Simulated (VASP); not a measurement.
# Te in VASP: settings compared

Aim: see how the results for Te move with the level of theory and the settings. Levels: PBEsol, r2SCAN. Tasks: single point.

Everything below comes from runs of VASP 6.6.1. Logs are shortened: lines on timing, memory, paths and dates and some standing lists are left out, and cuts for length are marked.

### Step 1. The cell of the first run

It takes space group Pmma (No. 51, orthorhombic). The conventional cell has a = 9.214 Å, b = 3.152 Å, c = 4.457 Å, α = 90.00°, β = 90.00°, γ = 90.00°. Te (site symmetry 2/m) has 6 Te at 3.14 to 3.27 Å within 4.1 Å. Within 4.1 Å of Te (site symmetry mm2) lie 6 Te at 3.14 to 3.27 Å.

### Step 2. Single point, PBEsol

INCAR

```
PREC = Accurate ; ENCUT = 520
EDIFF = 1E-6 ; ISMEAR = 1
SIGMA = 0.1 ; LREAL = False
LASPH = True ; NELM = 80
ALGO = Normal ; ISIF = 2
LWAVE = False ; LCHARG = False
GGA = PS ; NBANDS = 20
```

KPOINTS

```
regular mesh
0
Gamma
  3 7 5
```

POSCAR

```
Te
1.0
    9.2140158900      0.0000000000      0.0000000000
    0.0000000000      3.1522016400      0.0000000000
    0.0000000000      0.0000000000      4.4566412000
Te
4
Direct
    0.5000000000      0.5000000000      0.0000000000
    0.0000000000      0.5000000000      0.0000000000
    0.2500000000      0.5000000000      0.4793769000
    0.7500000000      0.5000000000      0.5206231000
```

Potentials or basis: VASP PAW PBE potentials, release 64 (Te).

Run with:

```sh
$ cat potpaw_PBE.64/Te/POTCAR > POTCAR
$ mpirun -np 1 vasp_std > vasp.out
```

OUTCAR:

```text
PREC = Accurate
   ENCUT = 520
   EDIFF = 1E-6
   ISMEAR = 1
   LREAL = False
   LASPH = True
   NELM = 80
   ISIF = 2
   GGA = PS

 ion  position               nearest neighbor table
   1  0.500  0.500  0.000-   3 3.14   4 3.14   4 3.27   3 3.27
   2  0.000  0.500  0.000-   3 3.14   4 3.14   4 3.27   3 3.27
   3  0.250  0.500  0.479-   1 3.14   2 3.14   1 3.27   2 3.27
   4  0.750  0.500  0.521-   1 3.14   2 3.14   1 3.27   2 3.27

  LATTYP: Found a simple orthorhombic cell.
 ALAT       =     3.1522016400
 B/A-ratio  =     1.4138185652
 C/A-ratio  =     2.9230413985

  Lattice vectors:

 A1 = (   0.0000000000,   3.1522016400,   0.0000000000)
 A2 = (   0.0000000000,   0.0000000000,   4.4566412000)
 A3 = (   9.2140158900,   0.0000000000,   0.0000000000)

Analysis of symmetry for initial positions (statically):
=====================================================================
 Subroutine PRICEL returns:
 Original cell was already a primitive cell.

 Routine SETGRP: Setting up the symmetry group for a
 simple orthorhombic supercell.

 Subroutine GETGRP returns: Found  8 space group operations
 (whereof  4 operations were pure point group operations)
 out of a pool of  8 trial point group operations.

The static configuration has the point symmetry C_2h.
 The point group associated with its full space group is D_2h.

Analysis of symmetry for dynamics (positions and initial velocities):
=====================================================================
 Subroutine PRICEL returns:
 Original cell was already a primitive cell.

 Routine SETGRP: Setting up the symmetry group for a
 simple orthorhombic supercell.

 Subroutine GETGRP returns: Found  8 space group operations
 (whereof  4 operations were pure point group operations)
 out of a pool of  8 trial point group operations.

The dynamic configuration has the point symmetry C_2h.
 The point group associated with its full space group is D_2h.

 Subroutine INISYM returns: Found  8 space group operations
 (whereof  4 operations are pure point group operations),
 and found     1 'primitive' translations

----------------------------------------------------------------------------------------

                                     Primitive cell

  volume of cell :     129.4406
[... 88 lines left out ...]
   LSORBIT =      F    spin-orbit coupling
   LASPH  =      T    aspherical Exc in radial PAW
   ENCUT  =  520.0 eV  38.22 Ry    6.18 a.u.  17.13  5.86  8.29*2*pi/ulx,y,z
   NELM   =     80;   NELMIN=  2; NELMDL= -5     # of ELM steps
   EDIFF  = 0.1E-05   stopping-criterion for ELM
   LREAL  =      F    real-space projection
   EDIFFG = 0.1E-04   stopping-criterion for IOM
   NSW    =      0    number of steps for IOM
   IBRION =     -1    ionic relax: 0-MD 1-quasi-New 2-CG
   NFREE  =      0    steps in history (QN), initial steepest desc. (CG)
   ISIF   =      2    stress and relaxation
   ISYM   =      2    0-nonsym 1-usesym 2-fastsym
   POTIM  = 0.5000    time-step for ionic-motion
   TEBEG  =    0.0;   TEEND  =   0.0 temperature during run
   PSTRESS=    0.0 pullay stress
   NELECT =      24.0000    total number of electrons
   NUPDOWN=      -1.0000    fix difference up-down
   EMIN   =  10.00;   EMAX   =-10.00  energy-range for DOS
   EFERMI =   0.00;   METHOD = LEGACY
   ISMEAR =     1;   SIGMA  =   0.10  broadening in eV -4-tet -1-fermi 0-gaus
   EFERMI_NEDOS =   21; number of points for ismear=-14 and -15
   IALGO  =     38    algorithm
   IMIX   =      4    mixing-type and parameters
     AMIX     =   0.40;   BMIX     =  1.00
     AMIX_MAG =   1.60;   BMIX_MAG =  1.00
  volume/ion in A,a.u.               =      32.36       218.38
  Fermi-wavevector in a.u.,A,eV,Ry     =   0.933516  1.764089 11.856823  0.871452
  Thomas-Fermi vector in A             =   2.060225
   LORBIT       =      0    0 simple, 1 ext, 2 COOP (PROOUT), +10 PAW based schemes
   GGA     = PS    functional components
   LHFCALC =     F    Hartree Fock is set to
   AEXX    =    0.0000 exact exchange contribution
   IVDW    =     0    specifies the selected vdW correction
   LEPSILON=     F    determine dielectric tensor
   LRPA    =     F    only Hartree local field effects (RPA)
 non-spin polarized calculation
 Methfessel and Paxton  Order N= 1 SIGMA  =   0.10
  energy-cutoff  :      520.00
  volume of cell :      129.44
 maximum number of plane-waves:      3514
 NGX is ok and might be reduce to    70
   NGX = 35   NGY = 11   NGZ = 17

 number of electron      23.9999998 magnetization

 Free energy of the ion-electron system (eV)
  ---------------------------------------------------
  ext. energy  EPLUGINS =         0.00000000
  ---------------------------------------------------
  free energy    TOTEN  =       -13.92165296 eV

  energy without entropy =      -13.92040671  energy(sigma->0) =      -13.92123755

 E-fermi :   6.5438     XC(G=0):  -9.4760

 val. band max:        6.4993099667   @ k =   0.0000   0.1429   0.4000
 cond. band min:       6.5705658716   @ k =   0.0000   0.0000   0.2000
 fundamental gap:      0.0712559050
 Fermi energy:         6.5437811904

 k-point     1 :       0.0000    0.0000    0.0000
  band No.  band energies     occupation
      1      -7.2821      2.00000
      2      -5.9414      2.00000
      3      -5.9362      2.00000
      4      -3.8548      2.00000
      5       1.7752      2.00000
      6       2.1344      2.00000
[... 541 lines left out ...]
     19       9.8758      0.00000
     20      10.8362      0.00000

------------------------ aborting loop because EDIFF is reached ----------------------------------------

  FORCE on cell =-STRESS in cart. coord.  units (eV):
  Direction    XX          YY          ZZ          XY          YZ          ZX
  --------------------------------------------------------------------------------------
  -------------------------------------------------------------------------------------
  Total       -2.2820855      0.0539473     -1.9775804      0.0000000      0.0000000     -0.0000000
  in kB      -28.2469699      0.6677434    -24.4778981      0.0000000      0.0000000     -0.0000000
  external PRESSURE =     -17.3523749 kB  Pullay stress =       0.0000000 kB

 VOLUME and BASIS-vectors are now :
 -----------------------------------------------------------------------------
  energy-cutoff  :      520.00
  volume of cell :      129.44
      direct lattice vectors                 reciprocal lattice vectors
     9.214015890  0.000000000  0.000000000     0.108530310  0.000000000  0.000000000
     0.000000000  3.152201640  0.000000000     0.000000000  0.317238589  0.000000000
     0.000000000  0.000000000  4.456641200     0.000000000  0.000000000  0.224384229

 POSITION                                       TOTAL-FORCE (eV/Angst)
 -----------------------------------------------------------------------------------
      4.60701      1.57610      0.00000         0.000000      0.000000      0.000000
      0.00000      1.57610      0.00000         0.000000      0.000000      0.000000
      2.30350      1.57610      2.13641         0.000000      0.000000     -0.136795
      6.91051      1.57610      2.32023         0.000000      0.000000      0.136795
 -----------------------------------------------------------------------------------
    total drift:                                0.000000     -0.000000     -0.000000

  FREE ENERGIE OF THE ION-ELECTRON SYSTEM (eV)
  ---------------------------------------------------
  free  energy   TOTEN  =       -13.9216529612 eV

  energy  without entropy=      -13.9204067138  energy(sigma->0) =      -13.92123755
```

OSZICAR:

```text
N       E                     dE             d eps       ncg     rms          rms(c)
DAV:   1     0.999327802053E+02    0.99933E+02   -0.87673E+03   960   0.965E+02
DAV:   2    -0.645314176482E+01   -0.10639E+03   -0.10356E+03  1324   0.145E+02
DAV:   3    -0.137838954820E+02   -0.73308E+01   -0.72799E+01  1180   0.406E+01
DAV:   4    -0.139183808498E+02   -0.13449E+00   -0.13426E+00  1204   0.641E+00
DAV:   5    -0.139211948125E+02   -0.28140E-02   -0.28139E-02  1188   0.930E-01    0.154E+01
DAV:   6    -0.139210453651E+02    0.14945E-03   -0.52474E-03  1128   0.364E-01    0.946E+00
DAV:   7    -0.139216822239E+02   -0.63686E-03   -0.76541E-03  1092   0.452E-01    0.215E-01
DAV:   8    -0.139216449952E+02    0.37229E-04   -0.48588E-04  1100   0.111E-01    0.161E-01
DAV:   9    -0.139216557143E+02   -0.10719E-04   -0.49919E-05  1152   0.352E-02    0.429E-02
DAV:  10    -0.139216532000E+02    0.25144E-05   -0.55184E-06  1112   0.119E-02    0.231E-02
DAV:  11    -0.139216529612E+02    0.23879E-06   -0.81627E-07   756   0.480E-03
   1 F= -.13921653E+02 E0= -.13921238E+02  d E =-.124625E-02
```

Run time: 35 s. Hardware: 1 thread of Intel Xeon Platinum 8488C (Sapphire Rapids), shared host; peak memory 0.24 GiB.

Results:

- Free energy: -13.9217 eV
- Pressure: -1.7 GPa
- Largest force: 0.137 eV/Å
- Band gap on the k mesh: zero (band 12 reaches 8.52 eV, above the bottom of band 13 at 4.98 eV)

Forces on the atoms (eV/Å):
```
Te   0.000  0.000  0.000
Te   0.000  0.000  0.000
Te   0.000  0.000 -0.137
Te   0.000  0.000  0.137
```

Stress tensor (GPa, compression positive):
```
-2.82  0.00  0.00
 0.00  0.07  0.00
 0.00  0.00 -2.45
```

Caveat: the PAW data sets were made with another functional, which shifts forces and pressure a little; spin-orbit coupling is left out, which moves the levels of the heavy elements.

### Step 3. Single point, PBEsol

INCAR

```
SYSTEM = Te
PREC = Accurate
ENCUT = 520
EDIFF = 1E-6
ISMEAR = 1
SIGMA = 0.1
LREAL = .False.
LASPH = .True.
NELM = 80
ALGO = Normal
ISIF = 2
LWAVE = .False.
LCHARG = .True.
GGA = PS
LELF = .True.
LVHAR = .True.
NBANDS = 20
```

KPOINTS

```
Automatic mesh
0
Gamma
  3 7 5
  0 0 0
```

POSCAR is that of step 2.

Potentials or basis: VASP PAW PBE potentials, release 64 (Te).

Run with:

```sh
$ cat potpaw_PBE.64/Te/POTCAR > POTCAR
$ mpirun -np 1 vasp_std > vasp.out
```

Run time: 43 s. Hardware: 1 thread of Intel Xeon Platinum 8488C (Sapphire Rapids), shared host; peak memory 0.24 GiB.

The run converged. Its results:

```
Free energy            : -13.9217 eV
Pressure               : -1.7 GPa
Largest force          : 0.137 eV/Å
Band gap on the k mesh : zero (band 12 reaches 8.52 eV, above the bottom of band 13 at 4.98 eV)
```

Forces in eV/Å, atoms in the order of the input:
```
Te   0.000  0.000  0.000
Te   0.000  0.000  0.000
Te   0.000  0.000 -0.137
Te   0.000  0.000  0.137
```

Stress tensor (GPa, compression positive):
```
-2.82  0.00  0.00
 0.00  0.07  0.00
 0.00  0.00 -2.45
```

Levels at points of the mesh, in eV from the Fermi level:
```tsv
k point	band 10	band 11	band 12	band 13	band 14	band 15
(0.00, 0.00, 0.00)	-2.51	0.90	1.06	1.33	1.92	2.49
```

Caveat: the PAW data sets were made with another functional, which shifts forces and pressure a little; spin-orbit coupling is left out, which moves the levels of the heavy elements.

### Step 4. Single point, r2SCAN

POSCAR

```
Te
1.0
    9.2140158900      0.0000000000      0.0000000000
    0.0000000000      3.1522016400      0.0000000000
    0.0000000000      0.0000000000      4.4566412000
Te
4
Direct
    0.5025070000      0.5068240000     -0.0030110000
    0.0042560000      0.5045210000     -0.0185510000
    0.2542390000      0.5052960000      0.4691500000
    0.7449820000      0.5006300000      0.5084970000
```

INCAR.step1

```
SYSTEM = Te
PREC = Accurate ; ENCUT = 520
ISMEAR = 0 ; SIGMA = 0.1
LREAL = .FALSE. ; LASPH = .TRUE.
NELM = 100 ; NBANDS = 20
GGA = PE ; ALGO = Normal
EDIFF = 1E-4 ; LWAVE = .TRUE.
LCHARG = .FALSE.
```

INCAR.step2

```
SYSTEM = Te
PREC = Accurate ; ENCUT = 520
EDIFF = 1E-6 ; ISMEAR = 0
SIGMA = 0.1 ; LREAL = .FALSE.
LASPH = .TRUE. ; NELM = 100
ALGO = Normal ; ISIF = 2
LWAVE = .FALSE. ; LCHARG = .FALSE.
METAGGA = R2SCAN ; LMIXTAU = .TRUE.
NBANDS = 20 ; ISTART = 1
```

KPOINTS

```
regular mesh
0
G
  2 6 5
  0 0 0
```

Run with:

```sh
$ cat potpaw_PBE.64/Te/POTCAR > POTCAR
$ cp INCAR.step1 INCAR
$ mpirun -np 1 vasp_std > vasp.out
$ cp INCAR.step2 INCAR
$ mpirun -np 1 vasp_std > vasp.out
```

Wall time 2.9 min (1 thread of Intel Xeon Platinum 8488C (Sapphire Rapids), shared host); peak memory 0.27 GiB.

It converged, with:

```
Free energy            : -101.1100 eV
Pressure               : 0.1 GPa
Largest force          : 0.274 eV/Å
Band gap on the k mesh : zero (band 12 reaches 8.69 eV, above the bottom of band 13 at 5.29 eV)
```

Forces on the atoms (eV/Å):
```
Te  -0.074 -0.012  0.048
Te  -0.101 -0.007 -0.052
Te  -0.021  0.004 -0.185
Te   0.197  0.015  0.190
```

Stress tensor (GPa, compression positive):
```
-0.86  0.00 -0.17
 0.00  2.75  0.00
-0.17  0.00 -1.54
```

Levels at points of the mesh, in eV from the Fermi level:
| k point | band 8 | band 9 | band 10 | band 11 | band 12 | band 13 | band 14 | band 15 | band 16 | band 17 |
| --- | --- | --- | --- | --- | --- | --- | --- | --- | --- | --- |
| (0.00, 0.00, 0.00) | -2.51 | -2.45 | -2.43 | 1.05 | 1.22 | 1.50 | 2.44 | 2.68 | 2.80 | 4.32 |
| (0.50, 0.00, 0.00) | -3.83 | -0.73 | -0.63 | -0.20 | -0.09 | 1.75 | 1.92 | 3.75 | 3.77 | 3.83 |
| (0.00, 0.50, 0.00) | -3.44 | -3.35 | -3.00 | -1.19 | -0.88 | -0.57 | -0.55 | 2.63 | 2.80 | 4.54 |
| (0.50, 0.50, 0.00) | -3.96 | -2.75 | -2.56 | -2.26 | -2.15 | 0.90 | 1.03 | 1.59 | 1.69 | 4.47 |

Caveat: the PAW data sets were made with another functional, which shifts forces and pressure a little; spin-orbit coupling is left out, which moves the levels of the heavy elements.

### Step 5. Single point, r2SCAN

POSCAR is that of step 4.

INCAR.step1

```
PREC = Accurate
ENCUT = 520
ISMEAR = 0
SIGMA = 0.1
LREAL = F
LASPH = T
NELM = 60
NBANDS = 20
GGA = PE
ALGO = Normal
EDIFF = 1E-4
LWAVE = T
LCHARG = F
```

INCAR.step2

```
PREC = Accurate
ENCUT = 520
EDIFF = 1E-7
ISMEAR = 0
SIGMA = 0.1
LREAL = F
LASPH = T
NELM = 60
ALGO = Normal
ISIF = 2
LWAVE = F
LCHARG = F
METAGGA = R2SCAN
LMIXTAU = T
NBANDS = 20
ISTART = 1
```

KPOINTS

```
regular mesh
0
Gamma
  2 6 5
```

Run with:

```sh
$ cat potpaw_PBE.64/Te/POTCAR > POTCAR
$ cp INCAR.step1 INCAR
$ mpirun -np 1 vasp_std > vasp.out
$ cp INCAR.step2 INCAR
$ mpirun -np 1 vasp_std > vasp.out
```

Wall time 3.3 min (1 thread of Intel Xeon Platinum 8488C (Sapphire Rapids), shared host); peak memory 0.27 GiB.

The run converged. Its results:

| Quantity | Value |
| --- | --- |
| Free energy | -101.1100 eV |
| Pressure | 0.1 GPa |
| Largest force | 0.277 eV/Å |
| Band gap on the k mesh | zero (band 12 reaches 8.69 eV, above the bottom of band 13 at 5.29 eV) |

Forces on the atoms (eV/Å):
```
Te  -0.075 -0.012  0.048
Te  -0.101 -0.007 -0.053
Te  -0.025  0.004 -0.185
Te   0.201  0.015  0.190
```

Stress tensor (GPa, compression positive):
```
-0.86  0.00 -0.18
 0.00  2.76  0.00
-0.18  0.00 -1.53
```

Levels at points of the mesh, in eV from the Fermi level:
| k point | band 10 | band 11 | band 12 | band 13 | band 14 | band 15 |
| --- | --- | --- | --- | --- | --- | --- |
| (0.00, 0.00, 0.00) | -2.43 | 1.05 | 1.22 | 1.50 | 2.44 | 2.68 |
| (0.50, 0.00, 0.00) | -0.63 | -0.20 | -0.09 | 1.75 | 1.92 | 3.75 |
| (0.00, 0.50, 0.00) | -3.00 | -1.19 | -0.88 | -0.56 | -0.55 | 2.63 |
| (0.50, 0.50, 0.00) | -2.56 | -2.26 | -2.15 | 0.90 | 1.03 | 1.59 |

Caveat: the PAW data sets were made with another functional, which shifts forces and pressure a little; spin-orbit coupling is left out, which moves the levels of the heavy elements.
